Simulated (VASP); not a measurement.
# BiS (Pm-3m) in VASP: a series of runs

Aim: see how the results for BiS move with the level of theory and the settings. Levels: RPBE, revPBE. Tasks: single point, relaxation of cell and atoms.

Everything below comes from runs of VASP 6.6.1. Logs are shortened: lines on timing, memory, paths and dates and some standing lists are left out, and cuts for length are marked.

## Step 1: The cell of the first run

The structure is cubic, space group Pm-3m (No. 221). The conventional cell has a = 4.003 Å, b = 4.003 Å, c = 4.003 Å, α = 90.00°, β = 90.00°, γ = 90.00°. Within 4.6 Å of Bi (site symmetry m-3m) lie 8 S at 3.47 Å and 6 Bi at 4.00 Å. Within 4.6 Å of S (site symmetry m-3m) lie 8 Bi at 3.47 Å and 6 S at 4.00 Å.

## Step 2: Single point, RPBE

INCAR reads:

```
SYSTEM = BiS
PREC = Accurate
ENCUT = 520
EDIFF = 1E-7
ISMEAR = -1
SIGMA = 0.05
LREAL = .False.
LASPH = .True.
NELM = 100
ALGO = Normal
ISIF = 2
LWAVE = .False.
LCHARG = .False.
GGA = RP
NBANDS = 18
```

KPOINTS reads:

```
Automatic mesh
0
Gamma
  7 7 7
  0 0 0
```

POSCAR reads:

```
BiS
1.0
    4.0029443400      0.0000000000      0.0000000000
    0.0000000000      4.0029443400      0.0000000000
    0.0000000000      0.0000000000      4.0029443400
Bi S
1 1
Direct
    0.5000000000      0.5000000000      0.5000000000
    0.0000000000      0.0000000000      0.0000000000
```

Potentials or basis: VASP PAW PBE potentials, release 64 (Bi_d, S).

The run is started by

```
$ cat potpaw_PBE.64/Bi_d/POTCAR potpaw_PBE.64/S/POTCAR > POTCAR
$ mpirun -np 1 vasp_std > vasp.out
```

OUTCAR:

```text
SYSTEM = BiS
   PREC = Accurate
   ENCUT = 520
   EDIFF = 1E-7
   ISMEAR = -1
   LREAL = .False.
   LASPH = .True.
   NELM = 100
   ISIF = 2
   GGA = RP

 ion  position               nearest neighbor table
   1  0.500  0.500  0.500-
   2  0.000  0.000  0.000-

  LATTYP: Found a simple cubic cell.
 ALAT       =     4.0029443400

  Lattice vectors:

 A1 = (   4.0029443400,   0.0000000000,   0.0000000000)
 A2 = (   0.0000000000,   4.0029443400,   0.0000000000)
 A3 = (   0.0000000000,   0.0000000000,   4.0029443400)

Analysis of symmetry for initial positions (statically):
=====================================================================
 Subroutine PRICEL returns:
 Original cell was already a primitive cell.

 Routine SETGRP: Setting up the symmetry group for a
 simple cubic supercell.

 Subroutine GETGRP returns: Found 48 space group operations
 (whereof 48 operations were pure point group operations)
 out of a pool of 48 trial point group operations.

The static configuration has the point symmetry O_h .

Analysis of symmetry for dynamics (positions and initial velocities):
=====================================================================
 Subroutine PRICEL returns:
 Original cell was already a primitive cell.

 Routine SETGRP: Setting up the symmetry group for a
 simple cubic supercell.

 Subroutine GETGRP returns: Found 48 space group operations
 (whereof 48 operations were pure point group operations)
 out of a pool of 48 trial point group operations.

The dynamic configuration has the point symmetry O_h .

 Subroutine INISYM returns: Found 48 space group operations
 (whereof 48 operations are pure point group operations),
 and found     1 'primitive' translations

----------------------------------------------------------------------------------------

                                     Primitive cell

  volume of cell :      64.1414

  direct lattice vectors                    reciprocal lattice vectors
     4.002944340  0.000000000  0.000000000     0.249816114  0.000000000  0.000000000
     0.000000000  4.002944340  0.000000000     0.000000000  0.249816114  0.000000000
     0.000000000  0.000000000  4.002944340     0.000000000  0.000000000  0.249816114

  length of vectors
     4.002944340  4.002944340  4.002944340     0.249816114  0.249816114  0.249816114

  position of ions in fractional coordinates (direct lattice)
     0.500000000  0.500000000  0.500000000
     0.000000000  0.000000000  0.000000000

  ion indices of the primitive-cell ions
   primitive index   ion index
                 1           1
                 2           2

----------------------------------------------------------------------------------------

 KPOINTS: Automatic mesh

Automatic generation of k-mesh.
 Grid dimensions read from file:
 generate k-points for:    7    7    7

 Generating k-lattice:

  Cartesian coordinates                     Fractional coordinates (reciprocal lattice)
     0.035688016  0.000000000  0.000000000     0.142857143  0.000000000  0.000000000
     0.000000000  0.035688016  0.000000000     0.000000000  0.142857143  0.000000000
     0.000000000  0.000000000  0.035688016     0.000000000  0.000000000  0.142857143

  Length of vectors
     0.035688016  0.035688016  0.035688016

  Shift w.r.t. Gamma in fractional coordinates (k-lattice)
     0.000000000  0.000000000  0.000000000

 Subroutine IBZKPT returns following result:
 ===========================================

 Found     20 irreducible k-points:

 Following reciprocal coordinates:
            Coordinates               Weight
  0.000000  0.000000  0.000000      1.000000
  0.142857  0.000000  0.000000      6.000000
  0.285714  0.000000  0.000000      6.000000
  0.428571  0.000000  0.000000      6.000000
  0.142857  0.142857  0.000000     12.000000
  0.285714  0.142857  0.000000     24.000000
[... 12 lines left out ...]
  0.428571  0.428571  0.285714     24.000000
  0.428571  0.428571  0.428571      8.000000
   k-points           NKPTS =     20   k-points in BZ     NKDIM =     20   number of bands    NBANDS=     18
   number of dos      NEDOS =    301   number of ions     NIONS =      2
   total plane-waves  NPLWV =  27000
   dimension x,y,z NGX =    30 NGY =   30 NGZ =   30
   dimension x,y,z NGXF=    60 NGYF=   60 NGZF=   60
   ions per type =               1   1
   NGX,Y,Z   is equivalent  to a cutoff of  12.46, 12.46, 12.46 a.u.
   NGXF,Y,Z  is equivalent  to a cutoff of  24.92, 24.92, 24.92 a.u.
 SYSTEM =  BiS
   PREC   = accura    normal or accurate (medium, high low for compatibility)
   ISTART =      0    job   : 0-new  1-cont  2-samecut
   ICHARG =      2    charge: 1-file 2-atom 10-const
   ISPIN  =      1    spin polarized calculation?
   LNONCOLLINEAR =      F non collinear calculations
   LSORBIT =      F    spin-orbit coupling
   LASPH  =      T    aspherical Exc in radial PAW
   ENCUT  =  520.0 eV  38.22 Ry    6.18 a.u.   7.44  7.44  7.44*2*pi/ulx,y,z
   NELM   =    100;   NELMIN=  2; NELMDL= -5     # of ELM steps
   EDIFF  = 0.1E-06   stopping-criterion for ELM
   LREAL  =      F    real-space projection
   EDIFFG = 0.1E-05   stopping-criterion for IOM
   NSW    =      0    number of steps for IOM
   IBRION =     -1    ionic relax: 0-MD 1-quasi-New 2-CG
   NFREE  =      0    steps in history (QN), initial steepest desc. (CG)
   ISIF   =      2    stress and relaxation
   ISYM   =      2    0-nonsym 1-usesym 2-fastsym
   POTIM  = 0.5000    time-step for ionic-motion
   TEBEG  =    0.0;   TEEND  =   0.0 temperature during run
   PSTRESS=    0.0 pullay stress
   NELECT =      21.0000    total number of electrons
   NUPDOWN=      -1.0000    fix difference up-down
   EMIN   =  10.00;   EMAX   =-10.00  energy-range for DOS
   EFERMI =   0.00;   METHOD = LEGACY
   ISMEAR =    -1;   SIGMA  =   0.05  broadening in eV -4-tet -1-fermi 0-gaus
   EFERMI_NEDOS =   21; number of points for ismear=-14 and -15
   IALGO  =     38    algorithm
   IMIX   =      4    mixing-type and parameters
     AMIX     =   0.40;   BMIX     =  1.00
     AMIX_MAG =   1.60;   BMIX_MAG =  1.00
  volume/ion in A,a.u.               =      32.07       216.42
  Fermi-wavevector in a.u.,A,eV,Ry     =   1.128327  2.132229 17.321879  1.273122
  Thomas-Fermi vector in A             =   2.265017
   LORBIT       =      0    0 simple, 1 ext, 2 COOP (PROOUT), +10 PAW based schemes
   GGA     = RP    functional components
   LHFCALC =     F    Hartree Fock is set to
   AEXX    =    0.0000 exact exchange contribution
   IVDW    =     0    specifies the selected vdW correction
   LEPSILON=     F    determine dielectric tensor
   LRPA    =     F    only Hartree local field effects (RPA)
 non-spin polarized calculation
  energy-cutoff  :      520.00
  volume of cell :       64.14
 maximum number of plane-waves:      1751
 NGX is ok and might be reduce to    30
   NGX = 15   NGY = 15   NGZ = 15

 number of electron      21.0000014 magnetization

 Free energy of the ion-electron system (eV)
  ---------------------------------------------------
  ext. energy  EPLUGINS =         0.00000000
  ---------------------------------------------------
  free energy    TOTEN  =        -6.49422614 eV

  energy without entropy =       -6.48331600  energy(sigma->0) =       -6.48877107

 E-fermi :   4.6145     XC(G=0):  -9.0003

 val. band max:        4.5890856191   @ k =   0.2857   0.0000   0.0000
 cond. band min:       4.7172978031   @ k =   0.2857   0.1429   0.1429
 fundamental gap:      0.1282121839
 Fermi energy:         4.6145173666

 k-point     1 :       0.0000    0.0000    0.0000
  band No.  band energies     occupation
      1     -19.2467      2.00000
      2     -19.2467      2.00000
      3     -19.2014      2.00000
      4     -19.2014      2.00000
      5     -19.2014      2.00000
      6      -8.4763      2.00000
[... 10 lines left out ...]
     17      15.3195      0.00000
     18      15.3195      0.00000

 k-point     2 :       0.1429    0.0000    0.0000
  band No.  band energies     occupation
      1     -19.2466      2.00000
      2     -19.2409      2.00000
      3     -19.2029      2.00000
      4     -19.2029      2.00000
      5     -19.2013      2.00000
      6      -8.3476      2.00000
[... 10 lines left out ...]
     17      14.9987      0.00000
     18      14.9987      0.00000

 k-point     3 :       0.2857    0.0000    0.0000
  band No.  band energies     occupation
      1     -19.2462      2.00000
      2     -19.2279      2.00000
      3     -19.2064      2.00000
      4     -19.2064      2.00000
      5     -19.2010      2.00000
      6      -7.9844      2.00000
[... 10 lines left out ...]
     17      14.4406      0.00000
     18      14.9435      0.00000

 k-point     4 :       0.4286    0.0000    0.0000
  band No.  band energies     occupation
      1     -19.2458      2.00000
      2     -19.2174      2.00000
      3     -19.2092      2.00000
      4     -19.2092      2.00000
      5     -19.2008      2.00000
      6      -7.5001      2.00000
[... 291 lines left out ...]
      4     -19.2110      2.00000
      5     -19.2069      2.00000
      6      -7.1031      2.00000
[... 10 lines left out ...]
     17      15.7981      0.00000
     18      15.9036      0.00000

 k-point    19 :       0.4286    0.4286    0.2857
  band No.  band energies     occupation
      1     -19.2178      2.00000
      2     -19.2140      2.00000
      3     -19.2140      2.00000
      4     -19.2119      2.00000
      5     -19.2014      2.00000
      6      -7.0078      2.00000
[... 10 lines left out ...]
     17      15.5244      0.00000
     18      17.4985      0.00000

 k-point    20 :       0.4286    0.4286    0.4286
  band No.  band energies     occupation
      1     -19.2173      2.00000
      2     -19.2171      2.00000
      3     -19.2171      2.00000
      4     -19.2012      2.00000
      5     -19.2012      2.00000
      6      -6.9418      2.00000
[... 10 lines left out ...]
     17      17.5037      0.00000
     18      17.7134      0.00000

------------------------ aborting loop because EDIFF is reached ----------------------------------------

  FORCE on cell =-STRESS in cart. coord.  units (eV):
  Direction    XX          YY          ZZ          XY          YZ          ZX
  --------------------------------------------------------------------------------------
  -------------------------------------------------------------------------------------
  Total       -3.8890469     -3.8890469     -3.8890469     -0.0000000     -0.0000000     -0.0000000
  in kB      -97.1438035    -97.1438035    -97.1438035     -0.0000000     -0.0000000     -0.0000000
  external PRESSURE =     -97.1438035 kB  Pullay stress =       0.0000000 kB

 VOLUME and BASIS-vectors are now :
 -----------------------------------------------------------------------------
  energy-cutoff  :      520.00
  volume of cell :       64.14
      direct lattice vectors                 reciprocal lattice vectors
     4.002944340  0.000000000  0.000000000     0.249816114  0.000000000  0.000000000
     0.000000000  4.002944340  0.000000000     0.000000000  0.249816114  0.000000000
     0.000000000  0.000000000  4.002944340     0.000000000  0.000000000  0.249816114

 POSITION                                       TOTAL-FORCE (eV/Angst)
 -----------------------------------------------------------------------------------
      2.00147      2.00147      2.00147         0.000000      0.000000      0.000000
      0.00000      0.00000      0.00000         0.000000      0.000000      0.000000
 -----------------------------------------------------------------------------------
    total drift:                                0.000000      0.000000      0.000000

  FREE ENERGIE OF THE ION-ELECTRON SYSTEM (eV)
  ---------------------------------------------------
  free  energy   TOTEN  =        -6.4942261421 eV

  energy  without entropy=       -6.4833160036  energy(sigma->0) =       -6.48877107
```

Wall time 17 s (1 thread of Intel Xeon Platinum 8375C at 2.90GHz (Ice Lake), shared host); peak memory 0.17 GiB.

What came out:

| Item | Value |
| --- | --- |
| Free energy | -6.4942 eV |
| Pressure | -9.7 GPa |

Levels at points of the mesh, in eV from the Fermi level:
```
           k point  band 8  band 9  band 10  band 11  band 12  band 13
(0.00, 0.00, 0.00)   -2.20   -2.20    -2.20     2.51     2.51     2.51
```

Caveat: the PAW data sets were made with another functional, which shifts forces and pressure a little; spin-orbit coupling is left out, which moves the levels of the heavy elements.

[end of part 1 of 2]
